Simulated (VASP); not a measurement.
# Zn (P6_3/mmc) in VASP: a series of runs

The runs below take Zn through single point, with LDA, PBE, r2SCAN.

Everything below comes from runs of VASP 6.6.1. Logs are shortened: lines on timing, memory, paths and dates and some standing lists are left out, and cuts for length are marked.

### 1 The cell of the first run

The structure is hexagonal, space group P6_3/mmc (No. 194). The conventional cell has a = 2.705 Å, b = 2.705 Å, c = 5.031 Å, α = 90.00°, β = 90.00°, γ = 120.00°. Within 3.6 Å of Zn (site symmetry -6m2) lie 12 Zn at 2.71 to 2.96 Å.

### 2 Single point, LDA

INCAR reads:

```
SYSTEM = Zn
PREC = Accurate
ENCUT = 520
EDIFF = 1E-6
ISMEAR = -1
SIGMA = 0.05
LREAL = .FALSE.
LASPH = .TRUE.
NELM = 80
ALGO = Normal
ISIF = 2
LWAVE = .FALSE.
LCHARG = .FALSE.
NBANDS = 19
```

KPOINTS reads:

```
regular mesh
0
G
  11 11 6
  0 0 0
```

POSCAR reads:

```
Zn
1.0
    2.7051356082      0.0000000000      0.0000000000
   -1.3525678041      2.3427161574      0.0000000000
    0.0000000000      0.0000000000      5.0313495994
Zn
2
Direct
    0.6666666667      0.3333333333      0.7500000000
    0.3333333333      0.6666666667      0.2500000000
```

Potentials or basis: VASP PAW LDA potentials, release 64 (Zn).

On the command line:

```sh
> cat potpaw_LDA.64/Zn/POTCAR > POTCAR
> mpirun -np 1 vasp_std > vasp.out
```

OUTCAR:

```text
SYSTEM = Zn
   PREC = Accurate
   ENCUT = 520
   EDIFF = 1E-6
   ISMEAR = -1
   LREAL = .FALSE.
   LASPH = .TRUE.
   NELM = 80
   ISIF = 2

 ion  position               nearest neighbor table
   1  0.667  0.333  0.750-   2 2.96   2 2.96   2 2.96   2 2.96   2 2.96   2 2.96
   2  0.333  0.667  0.250-   1 2.96   1 2.96   1 2.96   1 2.96   1 2.96   1 2.96

  LATTYP: Found a hexagonal cell.
 ALAT       =     2.7051356082
 C/A-ratio  =     1.8599250936

  Lattice vectors:

 A1 = (   2.7051356082,   0.0000000000,   0.0000000000)
 A2 = (  -1.3525678041,   2.3427161574,   0.0000000000)
 A3 = (   0.0000000000,   0.0000000000,   5.0313495994)

Analysis of symmetry for initial positions (statically):
=====================================================================
 Subroutine PRICEL returns:
 Original cell was already a primitive cell.

 Routine SETGRP: Setting up the symmetry group for a
 hexagonal supercell.

 Subroutine GETGRP returns: Found 24 space group operations
 (whereof 12 operations were pure point group operations)
 out of a pool of 24 trial point group operations.

The static configuration has the point symmetry D_3d.
 The point group associated with its full space group is D_6h.

Analysis of symmetry for dynamics (positions and initial velocities):
=====================================================================
 Subroutine PRICEL returns:
 Original cell was already a primitive cell.

 Routine SETGRP: Setting up the symmetry group for a
 hexagonal supercell.

 Subroutine GETGRP returns: Found 24 space group operations
 (whereof 12 operations were pure point group operations)
 out of a pool of 24 trial point group operations.

The dynamic configuration has the point symmetry D_3d.
 The point group associated with its full space group is D_6h.

 Subroutine INISYM returns: Found 24 space group operations
 (whereof 12 operations are pure point group operations),
 and found     1 'primitive' translations

----------------------------------------------------------------------------------------

                                     Primitive cell

  volume of cell :      31.8855

  direct lattice vectors                    reciprocal lattice vectors
     2.705135608  0.000000000  0.000000000     0.369667235  0.213427478  0.000000000
    -1.352567804  2.342716157  0.000000000     0.000000000  0.426854955  0.000000000
     0.000000000  0.000000000  5.031349599     0.000000000  0.000000000  0.198753829

  length of vectors
     2.705135608  2.705135608  5.031349599     0.426854955  0.426854955  0.198753829

  position of ions in fractional coordinates (direct lattice)
     0.666666667  0.333333333  0.750000000
     0.333333333  0.666666667  0.250000000

  ion indices of the primitive-cell ions
   primitive index   ion index
                 1           1
                 2           2

----------------------------------------------------------------------------------------

 KPOINTS: regular mesh

Automatic generation of k-mesh.
 Grid dimensions read from file:
 generate k-points for:   11   11    6

 Generating k-lattice:

  Cartesian coordinates                     Fractional coordinates (reciprocal lattice)
     0.033606112  0.019402498  0.000000000     0.090909091  0.000000000  0.000000000
     0.000000000  0.038804996  0.000000000     0.000000000  0.090909091  0.000000000
     0.000000000  0.000000000  0.033125638     0.000000000  0.000000000  0.166666667

  Length of vectors
     0.038804996  0.038804996  0.033125638

  Shift w.r.t. Gamma in fractional coordinates (k-lattice)
     0.000000000  0.000000000  0.000000000

 Subroutine IBZKPT returns following result:
 ===========================================

 Found     64 irreducible k-points:

 Following reciprocal coordinates:
            Coordinates               Weight
  0.000000  0.000000  0.000000      1.000000
  0.090909  0.000000  0.000000      6.000000
  0.181818  0.000000  0.000000      6.000000
  0.272727  0.000000  0.000000      6.000000
  0.363636  0.000000  0.000000      6.000000
  0.454545  0.000000  0.000000      6.000000
[... 16 lines left out ...]
  0.090909  0.090909  0.166667     12.000000
  0.181818  0.090909  0.166667     24.000000
 [... further k-points ...]
   k-points           NKPTS =     64   k-points in BZ     NKDIM =     64   number of bands    NBANDS=     19
   number of dos      NEDOS =    301   number of ions     NIONS =      2
   total plane-waves  NPLWV =  16000
   dimension x,y,z NGX =    20 NGY =   20 NGZ =   40
   dimension x,y,z NGXF=    40 NGYF=   40 NGZF=   80
   ions per type =               2
   NGX,Y,Z   is equivalent  to a cutoff of  12.29, 12.29, 13.22 a.u.
   NGXF,Y,Z  is equivalent  to a cutoff of  24.58, 24.58, 26.43 a.u.
 SYSTEM =  Zn
   PREC   = accura    normal or accurate (medium, high low for compatibility)
   ISTART =      0    job   : 0-new  1-cont  2-samecut
   ICHARG =      2    charge: 1-file 2-atom 10-const
   ISPIN  =      1    spin polarized calculation?
   LNONCOLLINEAR =      F non collinear calculations
   LSORBIT =      F    spin-orbit coupling
   LASPH  =      T    aspherical Exc in radial PAW
   ENCUT  =  520.0 eV  38.22 Ry    6.18 a.u.   5.03  5.03  9.35*2*pi/ulx,y,z
   NELM   =     80;   NELMIN=  2; NELMDL= -5     # of ELM steps
   EDIFF  = 0.1E-05   stopping-criterion for ELM
   LREAL  =      F    real-space projection
   EDIFFG = 0.1E-04   stopping-criterion for IOM
   NSW    =      0    number of steps for IOM
   IBRION =     -1    ionic relax: 0-MD 1-quasi-New 2-CG
   NFREE  =      0    steps in history (QN), initial steepest desc. (CG)
   ISIF   =      2    stress and relaxation
   ISYM   =      2    0-nonsym 1-usesym 2-fastsym
   POTIM  = 0.5000    time-step for ionic-motion
   TEBEG  =    0.0;   TEEND  =   0.0 temperature during run
   PSTRESS=    0.0 pullay stress
   NELECT =      24.0000    total number of electrons
   NUPDOWN=      -1.0000    fix difference up-down
   EMIN   =  10.00;   EMAX   =-10.00  energy-range for DOS
   EFERMI =   0.00;   METHOD = LEGACY
   ISMEAR =    -1;   SIGMA  =   0.05  broadening in eV -4-tet -1-fermi 0-gaus
   EFERMI_NEDOS =   21; number of points for ismear=-14 and -15
   IALGO  =     38    algorithm
   IMIX   =      4    mixing-type and parameters
     AMIX     =   0.40;   BMIX     =  1.00
     AMIX_MAG =   1.60;   BMIX_MAG =  1.00
  volume/ion in A,a.u.               =      15.94       107.59
  Fermi-wavevector in a.u.,A,eV,Ry     =   1.489181  2.814144 30.173100  2.217660
  Thomas-Fermi vector in A             =   2.602122
   LORBIT       =      0    0 simple, 1 ext, 2 COOP (PROOUT), +10 PAW based schemes
   GGA     = CA    functional components
   LHFCALC =     F    Hartree Fock is set to
   AEXX    =    0.0000 exact exchange contribution
   IVDW    =     0    specifies the selected vdW correction
   LEPSILON=     F    determine dielectric tensor
   LRPA    =     F    only Hartree local field effects (RPA)
 non-spin polarized calculation
  energy-cutoff  :      520.00
  volume of cell :       31.89
 maximum number of plane-waves:       876
 NGX is ok and might be reduce to    20
   NGX =  9   NGY =  9   NGZ = 19

 number of electron      23.9999992 magnetization

 Free energy of the ion-electron system (eV)
  ---------------------------------------------------
  ext. energy  EPLUGINS =         0.00000000
  ---------------------------------------------------
  free energy    TOTEN  =        -3.56704092 eV

  energy without entropy =       -3.56244474  energy(sigma->0) =       -3.56474283

 E-fermi :   2.4215     XC(G=0): -11.6378

 val. band max:        2.3545704573   @ k =   0.3636   0.2727   0.3333
 cond. band min:       2.4541838965   @ k =   0.3636   0.2727   0.3333
 fundamental gap:      0.0996134392
 Fermi energy:         2.4214598277

 k-point     1 :       0.0000    0.0000    0.0000
  band No.  band energies     occupation
      1      -7.4915      2.00000
      2      -5.9239      2.00000
      3      -5.3088      2.00000
      4      -5.0949      2.00000
      5      -5.0949      2.00000
      6      -5.0503      2.00000
[... 11 lines left out ...]
     18      20.9438      0.00000
     19      20.9438      0.00000

 k-point     2 :       0.0909    0.0000    0.0000
  band No.  band energies     occupation
      1      -7.2548      2.00000
      2      -5.8290      2.00000
      3      -5.2876      2.00000
      4      -5.1143      2.00000
      5      -5.0714      2.00000
      6      -5.0421      2.00000
[... 11 lines left out ...]
     18      20.0331      0.00000
     19      21.4628      0.00000

 k-point     3 :       0.1818    0.0000    0.0000
  band No.  band energies     occupation
      1      -6.5806      2.00000
      2      -5.6282      2.00000
      3      -5.2552      2.00000
      4      -5.1487      2.00000
      5      -5.0389      2.00000
      6      -4.9950      2.00000
[... 11 lines left out ...]
     18      18.3240      0.00000
     19      18.9928      0.00000

 k-point     4 :       0.2727    0.0000    0.0000
  band No.  band energies     occupation
      1      -5.8125      2.00000
      2      -5.5758      2.00000
      3      -5.2427      2.00000
      4      -5.1583      2.00000
      5      -5.0362      2.00000
      6      -4.9329      2.00000
[... 11 lines left out ...]
     18      17.3879      0.00000
     19      18.4087      0.00000

 k-point     5 :       0.3636    0.0000    0.0000
  band No.  band energies     occupation
      1      -5.7000      2.00000
      2      -5.6262      2.00000
      3      -5.4249      2.00000
      4      -5.0330      2.00000
      5      -5.0327      2.00000
      6      -4.9272      2.00000
[... 11 lines left out ...]
     18      16.7890      0.00000
     19      17.9531      0.00000
[... 334 lines left out ...]
      2      -5.6421      2.00000
      3      -5.4086      2.00000
      4      -5.1813      2.00000
      5      -4.9498      2.00000
      6      -4.9053      2.00000
[... 11 lines left out ...]
     18      16.8000      0.00000
     19      17.2050      0.00000

 k-point    22 :       0.4545    0.0000    0.1667
  band No.  band energies     occupation
      1      -5.7421      2.00000
      2      -5.7059      2.00000
      3      -5.4852      2.00000
      4      -5.2063      2.00000
      5      -4.9320      2.00000
      6      -4.8909      2.00000
[... 11 lines left out ...]
     18      16.5766      0.00000
     19      16.6240      0.00000

 k-point    23 :       0.0909    0.0909    0.1667
  band No.  band energies     occupation
      1      -6.6451      2.00000
      2      -5.6646      2.00000
      3      -5.2635      2.00000
      4      -5.1530      2.00000
      5      -5.1299      2.00000
      6      -4.9401      2.00000
[... 11 lines left out ...]
     18      18.3343      0.00000
     19      21.1242      0.00000

 k-point    24 :       0.1818    0.0909    0.1667
  band No.  band energies     occupation
      1      -5.8930      2.00000
      2      -5.4908      2.00000
      3      -5.2506      2.00000
      4      -5.2020      2.00000
      5      -5.1500      2.00000
      6      -5.0439      2.00000
[... 11 lines left out ...]
     18      16.6012      0.00000
     19      18.8386      0.00000

 [... further k-points ...]
[... 5 lines left out ...]
  --------------------------------------------------------------------------------------
  -------------------------------------------------------------------------------------
  Total       -2.2546066     -2.2546066     -1.7907495     -0.0000000     -0.0000000      0.0000000
  in kB     -113.2891033   -113.2891033    -89.9812908     -0.0000000     -0.0000000      0.0000000
  external PRESSURE =    -105.5198325 kB  Pullay stress =       0.0000000 kB

 VOLUME and BASIS-vectors are now :
 -----------------------------------------------------------------------------
  energy-cutoff  :      520.00
  volume of cell :       31.89
      direct lattice vectors                 reciprocal lattice vectors
     2.705135608  0.000000000  0.000000000     0.369667235  0.213427478  0.000000000
    -1.352567804  2.342716157  0.000000000     0.000000000  0.426854955  0.000000000
     0.000000000  0.000000000  5.031349599     0.000000000  0.000000000  0.198753829

 POSITION                                       TOTAL-FORCE (eV/Angst)
 -----------------------------------------------------------------------------------
      1.35257      0.78091      3.77351        -0.000000      0.000000     -0.000000
     -0.00000      1.56181      1.25784         0.000000     -0.000000      0.000000
 -----------------------------------------------------------------------------------
    total drift:                               -0.000000      0.000000      0.000000

  FREE ENERGIE OF THE ION-ELECTRON SYSTEM (eV)
  ---------------------------------------------------
  free  energy   TOTEN  =        -3.5670409216 eV

  energy  without entropy=       -3.5624447399  energy(sigma->0) =       -3.56474283
```

Run time: 18 s. Hardware: 1 thread of Intel Xeon Platinum 8488C (Sapphire Rapids), shared host; peak memory 0.14 GiB.

What came out:

```
Free energy            : -3.5670 eV
Pressure               : -10.6 GPa
Band gap on the k mesh : zero (band 12 reaches 4.24 eV, above the bottom of band 13 at -0.60 eV)
```

Levels at points of the mesh, in eV from the Fermi level:
```
           k point  band 8  band 9  band 10  band 11  band 12  band 13  band 14  band 15  band 16  band 17
(0.00, 0.00, 0.00)   -7.17   -7.17    -6.98    -6.98    -3.25    -3.03    13.17    16.82    16.82    16.89
(0.00, 0.00, 0.50)   -7.39   -7.06    -7.06    -7.06    -7.06     4.51     4.51    18.02    18.02    18.02
```

[end of part 1 of 2]
